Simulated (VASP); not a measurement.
# CaSe (Fm-3m) in VASP: further runs

The runs below take CaSe through single point, with r2SCAN.

Program: VASP 6.6.1. These are calculated values, not measurements. Logs are shortened: lines on timing, memory, paths and dates and some standing lists are left out, and cuts for length are marked.

## Step 1: The cell of the first run

It takes space group Fm-3m (No. 225, cubic). Conventional cell: a = 5.813 Å, b = 5.813 Å, c = 5.813 Å, α = 90.00°, β = 90.00°, γ = 90.00°. Ca (site symmetry m-3m) has 6 Se at 2.91 Å within 3.8 Å. Se (site symmetry m-3m) has 6 Ca at 2.91 Å within 3.8 Å.

## Step 2: Single point, r2SCAN

The input, POSCAR:

```
CaSe
1.0
    0.0000000000      2.9066545200      2.9066545200
    2.9066545200      0.0000000000      2.9066545200
    2.9066545200      2.9066545200      0.0000000000
Ca Se
1 1
Direct
    0.0000000000      0.0000000000      0.0000000000
    0.5000000000      0.5000000000      0.5000000000
```

The input, INCAR.step1:

```
ALGO = Normal ; EDIFF = 1E-4
ENCUT = 520 ; GGA = PE
ISMEAR = -1 ; LASPH = True
LCHARG = False ; LREAL = False
LWAVE = True ; NBANDS = 15
NELM = 100 ; PREC = Accurate
SIGMA = 0.02
```

The input, INCAR.step2:

```
ALGO = Normal ; EDIFF = 1E-6
ENCUT = 520 ; ISIF = 2
ISMEAR = -1 ; ISTART = 1
LASPH = True ; LCHARG = False
LMIXTAU = True ; LREAL = False
LWAVE = False ; METAGGA = R2SCAN
NBANDS = 15 ; NELM = 100
PREC = Accurate ; SIGMA = 0.02
```

The input, KPOINTS:

```
k-points
0
Gamma
  8 8 8
```

Potentials or basis: VASP PAW PBE potentials, release 64 (Ca_sv, Se).

The run is started by

```sh
cat potpaw_PBE.64/Ca_sv/POTCAR potpaw_PBE.64/Se/POTCAR > POTCAR
cp INCAR.step1 INCAR
mpirun -np 1 vasp_std > vasp.out
cp INCAR.step2 INCAR
mpirun -np 1 vasp_std > vasp.out
```

OUTCAR:

```text
EDIFF = 1E-6
   ENCUT = 520
   ISIF = 2
   ISMEAR = -1
   ISTART = 1
   LASPH = True
   LREAL = False
   METAGGA = R2SCAN
   NELM = 100
   PREC = Accurate

 ion  position               nearest neighbor table
   1  0.000  0.000  0.000-   2 2.91   2 2.91   2 2.91   2 2.91   2 2.91   2 2.91
   2  0.500  0.500  0.500-   1 2.91   1 2.91   1 2.91   1 2.91   1 2.91   1 2.91

  LATTYP: Found a face centered cubic cell.
 ALAT       =     5.8133090400

  Lattice vectors:

 A1 = (   0.0000000000,   2.9066545200,   2.9066545200)
 A2 = (   2.9066545200,   0.0000000000,   2.9066545200)
 A3 = (   2.9066545200,   2.9066545200,   0.0000000000)

Analysis of symmetry for initial positions (statically):
=====================================================================
 Subroutine PRICEL returns:
 Original cell was already a primitive cell.

 Routine SETGRP: Setting up the symmetry group for a
 face centered cubic supercell.

 Subroutine GETGRP returns: Found 48 space group operations
 (whereof 48 operations were pure point group operations)
 out of a pool of 48 trial point group operations.

The static configuration has the point symmetry O_h .

Analysis of symmetry for dynamics (positions and initial velocities):
=====================================================================
 Subroutine PRICEL returns:
 Original cell was already a primitive cell.

 Routine SETGRP: Setting up the symmetry group for a
 face centered cubic supercell.

 Subroutine GETGRP returns: Found 48 space group operations
 (whereof 48 operations were pure point group operations)
 out of a pool of 48 trial point group operations.

The dynamic configuration has the point symmetry O_h .

 Subroutine INISYM returns: Found 48 space group operations
 (whereof 48 operations are pure point group operations),
 and found     1 'primitive' translations

----------------------------------------------------------------------------------------

                                     Primitive cell

  volume of cell :      49.1146

  direct lattice vectors                    reciprocal lattice vectors
     0.000000000  2.906654520  2.906654520    -0.172019067  0.172019067  0.172019067
     2.906654520  0.000000000  2.906654520     0.172019067 -0.172019067  0.172019067
     2.906654520  2.906654520  0.000000000     0.172019067  0.172019067 -0.172019067

  length of vectors
     4.110630243  4.110630243  4.110630243     0.297945765  0.297945765  0.297945765

  position of ions in fractional coordinates (direct lattice)
     0.000000000  0.000000000  0.000000000
     0.500000000  0.500000000  0.500000000

[... 87 lines left out ...]
   NELECT =      16.0000    total number of electrons
   NUPDOWN=      -1.0000    fix difference up-down
   EMIN   =  10.00;   EMAX   =-10.00  energy-range for DOS
   EFERMI =   0.00;   METHOD = LEGACY
   ISMEAR =    -1;   SIGMA  =   0.02  broadening in eV -4-tet -1-fermi 0-gaus
   EFERMI_NEDOS =   21; number of points for ismear=-14 and -15
   IALGO  =     38    algorithm
   IMIX   =      4    mixing-type and parameters
     AMIX     =   0.40;   BMIX     =  1.00
     AMIX_MAG =   1.60;   BMIX_MAG =  1.00
  volume/ion in A,a.u.               =      24.56       165.72
  Fermi-wavevector in a.u.,A,eV,Ry     =   1.126449  2.128679 17.264251  1.268887
  Thomas-Fermi vector in A             =   2.263131
   LORBIT       =      0    0 simple, 1 ext, 2 COOP (PROOUT), +10 PAW based schemes
   METAGGA = R2SCAN    functional components
   LHFCALC =     F    Hartree Fock is set to
   AEXX    =    0.0000 exact exchange contribution
   IVDW    =     0    specifies the selected vdW correction
   LEPSILON=     F    determine dielectric tensor
   LRPA    =     F    only Hartree local field effects (RPA)
 non-spin polarized calculation
  energy-cutoff  :      520.00
  volume of cell :       49.11
 maximum number of plane-waves:      1363
   NGX = 15   NGY = 15   NGZ = 15

 number of electron      16.0000002 magnetization

 Free energy of the ion-electron system (eV)
  ---------------------------------------------------
  ext. energy  EPLUGINS =         0.00000000
  ---------------------------------------------------
  free energy    TOTEN  =       -25.93899739 eV

  energy without entropy =      -25.93899739  energy(sigma->0) =      -25.93899739

 E-fermi :   2.9463     XC(G=0):  -9.8169

 val. band max:        2.5558236554   @ k =   0.0000   0.0000   0.0000
 cond. band min:       4.9137208755   @ k =   0.5000   0.5000   0.0000
 fundamental gap:      2.3578972201
 Fermi energy:         2.9462787978

 k-point     1 :       0.0000    0.0000    0.0000
  band No.  band energies     occupation
      1     -38.5812      2.00000
      2     -18.7033      2.00000
      3     -18.7033      2.00000
      4     -18.7033      2.00000
      5      -9.8323      2.00000
      6       2.5558      2.00000
      7       2.5558      2.00000
      8       2.5558      2.00000
      9       6.7553      0.00000
     10       6.7553      0.00000
     11       6.7553      0.00000
     12       7.0101      0.00000
     13       7.4045      0.00000
     14       7.4045      0.00000
[... 401 lines left out ...]
      2     -18.8240      2.00000
      3     -18.7438      2.00000
      4     -18.7236      2.00000
      5      -9.0262      2.00000
      6      -0.4446      2.00000
      7       0.8103      2.00000
      8       1.2131      2.00000
      9       7.6600      0.00000
     10       7.9650      0.00000
     11       9.0474      0.00000
     12       9.4222      0.00000
     13       9.7464      0.00000
     14      10.6574      0.00000
     15      12.2969      0.00000

 [... further k-points ...]

------------------------ aborting loop because EDIFF is reached ----------------------------------------

  FORCE on cell =-STRESS in cart. coord.  units (eV):
  Direction    XX          YY          ZZ          XY          YZ          ZX
  --------------------------------------------------------------------------------------
  -------------------------------------------------------------------------------------
  Total        1.2173573      1.2173573      1.2173573      0.0000000      0.0000000      0.0000000
  in kB       39.7116933     39.7116933     39.7116933      0.0000000      0.0000000      0.0000000
  external PRESSURE =      39.7116933 kB  Pullay stress =       0.0000000 kB

 VOLUME and BASIS-vectors are now :
 -----------------------------------------------------------------------------
  energy-cutoff  :      520.00
  volume of cell :       49.11
      direct lattice vectors                 reciprocal lattice vectors
     0.000000000  2.906654520  2.906654520    -0.172019067  0.172019067  0.172019067
     2.906654520  0.000000000  2.906654520     0.172019067 -0.172019067  0.172019067
     2.906654520  2.906654520  0.000000000     0.172019067  0.172019067 -0.172019067

 POSITION                                       TOTAL-FORCE (eV/Angst)
 -----------------------------------------------------------------------------------
      0.00000      0.00000      0.00000        -0.000000      0.000000      0.000000
      2.90665      2.90665      2.90665         0.000000      0.000000     -0.000000
 -----------------------------------------------------------------------------------
    total drift:                                0.000000     -0.000000     -0.000000

  FREE ENERGIE OF THE ION-ELECTRON SYSTEM (eV)
  ---------------------------------------------------
  free  energy   TOTEN  =       -25.9389973905 eV

  energy  without entropy=      -25.9389973904  energy(sigma->0) =      -25.93899739
```

OSZICAR.step1:

```text
N       E                     dE             d eps       ncg     rms          rms(c)
DAV:   1     0.106377113380E+03    0.10638E+03   -0.74084E+03   870   0.981E+02
DAV:   2    -0.514117120054E+01   -0.11152E+03   -0.10701E+03  1094   0.245E+02
DAV:   3    -0.934319924641E+01   -0.42020E+01   -0.41641E+01  1143   0.456E+01
DAV:   4    -0.957020967565E+01   -0.22701E+00   -0.22689E+00  1244   0.844E+00
DAV:   5    -0.957155773924E+01   -0.13481E-02   -0.13480E-02  1185   0.750E-01    0.424E+00
DAV:   6    -0.944242702643E+01    0.12913E+00   -0.16003E-01  1017   0.217E+00    0.255E+00
DAV:   7    -0.943205393524E+01    0.10373E-01   -0.93961E-02  1149   0.200E+00    0.782E-01
DAV:   8    -0.943526740436E+01   -0.32135E-02   -0.10198E-02   940   0.785E-01    0.112E-01
DAV:   9    -0.943534903071E+01   -0.81626E-04   -0.52550E-04  1130   0.247E-01
   1 F= -.94353490E+01 E0= -.94353490E+01  d E =-.252982E-13
```

Run time: 57 s. Hardware: 1 thread of AMD EPYC 9R45 (Zen 5), shared host; peak memory 0.16 GiB.

Results:

```yaml
Free_energy: -25.9390 eV
Pressure: 4.0 GPa
Band_gap_on_the_k_mesh: 2.36 eV (least direct gap 3.36 eV)
```

Caveat: the cell stands under pressure; the PAW data sets were made with another functional, which shifts forces and pressure a little. r2SCAN opens gaps a little over a GGA but as a rule still falls short of measured ones.

## Step 3: Single point, r2SCAN

This run uses another cell than the first one, of 25.08 Å³/atom.

The input, POSCAR:

```
CaSe
1.0
    0.0000000000      2.9271245900      2.9271245900
    2.9271245900      0.0000000000      2.9271245900
    2.9271245900      2.9271245900      0.0000000000
Ca Se
1 1
Direct
    0.0000000000      0.0000000000      0.0000000000
    0.5000000000      0.5000000000      0.5000000000
```

The input, INCAR.step1:

```
SYSTEM = CaSe
PREC = Accurate ; ENCUT = 520
ISMEAR = -1 ; SIGMA = 0.02
LREAL = .False. ; LASPH = .True.
NELM = 80 ; NBANDS = 15
GGA = PE ; ALGO = Normal
EDIFF = 1E-4 ; LWAVE = .True.
LCHARG = .False.
```

The input, INCAR.step2:

```
SYSTEM = CaSe
PREC = Accurate ; ENCUT = 520
EDIFF = 1E-6 ; ISMEAR = -1
SIGMA = 0.02 ; LREAL = .False.
LASPH = .True. ; NELM = 80
ALGO = Normal ; ISIF = 2
LWAVE = .False. ; LCHARG = .False.
METAGGA = R2SCAN ; LMIXTAU = .True.
NBANDS = 15 ; ISTART = 1
```

The input, KPOINTS:

```
Automatic mesh
0
Gamma
  8 8 8
  0 0 0
```

Potentials or basis: VASP PAW PBE potentials, release 64 (Ca_sv, Se).

The run is started by

```sh
cat potpaw_PBE.64/Ca_sv/POTCAR potpaw_PBE.64/Se/POTCAR > POTCAR
cp INCAR.step1 INCAR
mpirun -np 1 vasp_std > vasp.out
cp INCAR.step2 INCAR
mpirun -np 1 vasp_std > vasp.out
```

It took 54 s on 1 thread of AMD EPYC 9R45 (Zen 5), shared host; peak memory 0.16 GiB.

The run converged. Its results:

| Quantity | Value |
| --- | --- |
| Free energy | -25.9606 eV |
| Pressure | 2.6 GPa |
| Band gap on the k mesh | 2.41 eV (least direct gap 3.39 eV) |

Levels at points of the mesh, in eV from the valence-band top:
| k point | band 6 | band 7 | band 8 | band 9 | band 10 | band 11 |
| --- | --- | --- | --- | --- | --- | --- |
| (0.00, 0.00, 0.00) | 0.00 | 0.00 | 0.00 | 4.21 | 4.21 | 4.21 |
| (0.50, 0.00, 0.00) | -3.40 | -1.26 | -1.26 | 5.18 | 6.19 | 6.20 |
| (0.50, 0.50, 0.00) | -2.63 | -0.98 | -0.98 | 2.41 | 5.67 | 5.96 |

Caveat: the PAW data sets were made with another functional, which shifts forces and pressure a little. A k mesh can miss the band edges.
